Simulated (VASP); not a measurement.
Input of a VASP 6.6.1 run:

Contents of INCAR:

```
PREC     = Accurate       # precision mode
ENCUT    = 500            # plane-wave cutoff, eV
EDIFF    = 1E-7           # SCF threshold, eV
ISMEAR   = 0              # smearing method
SIGMA    = 0.1            # smearing width, eV
LREAL    = F              # projectors in reciprocal space
LASPH    = T              # aspherical terms in the spheres
NELM     = 120            # most SCF steps
ALGO     = Normal         # electronic algorithm
ISIF     = 3              # what is computed and relaxed
LWAVE    = F              # write WAVECAR
LCHARG   = F              # write CHGCAR
GGA      = PE             # functional
IBRION   = 2              # ionic algorithm
NSW      = 90             # ionic steps
EDIFFG   = -0.04          # ionic threshold
GGA_COMPAT= F            
NELMIN   = 4
```

The input KPOINTS:

```
regular mesh
0
Gamma
  3 3 3
```

File POSCAR:

```
InTe3W
1.0
    3.7081608900      2.1409076900      2.9481528600
   -3.7081608900      2.1409076900      2.9481528600
    0.0000000000     -4.2818153800      2.9481528600
In Te W
1 3 1
Direct
    0.5000000000      0.5000000000      0.5000000000
    0.0780339900      0.5000000000      0.9219660100
    0.9219660100      0.0780339900      0.5000000000
    0.5000000000      0.9219660100      0.0780339900
    0.0000000000      0.0000000000      0.0000000000
```

Potentials or basis: VASP PAW PBE potentials, release 64 (In_d, Te, W_sv).

Launch:

```bash
$ cat potpaw_PBE.64/In_d/POTCAR potpaw_PBE.64/Te/POTCAR potpaw_PBE.64/W_sv/POTCAR > POTCAR
$ mpirun -np 1 vasp_std > vasp.out
```

Question: Estimate the space group after relaxing (to 0.05 Å).

Answer: R32 (No. 155).

Question: What does it give for the relaxed cell?

Answer: a = 5.352 Å, b = 5.352 Å, c = 5.352 Å, α = 86.12°, β = 86.12°, γ = 86.12°.

Question: Predict the relaxed volume.

Answer: 30.45 Å³/atom.

The path:
```
step  energy change (eV)  largest force (eV/Å)  pressure (GPa)  volume (Å³)
   1              0.0000                0.0780            6.43       140.43
   2             -0.2298                0.0429           -3.22       164.49
   3             -0.3165                0.0018           -0.55       155.35
   4             -0.3675                0.0204           -0.38       154.40
   5             -0.4162                0.0898            0.35       151.46
   6             -0.4179                0.0743            0.23       151.94
   7             -0.4186                0.0491           -0.25       153.13
   8             -0.4188                0.0570           -0.10       152.73
   9             -0.4196                0.0416           -0.06       152.59
  10             -0.4204                0.0064            0.00       152.27
```

Caveat: the k points lie up to 0.39 Å⁻¹ apart in the final cell.
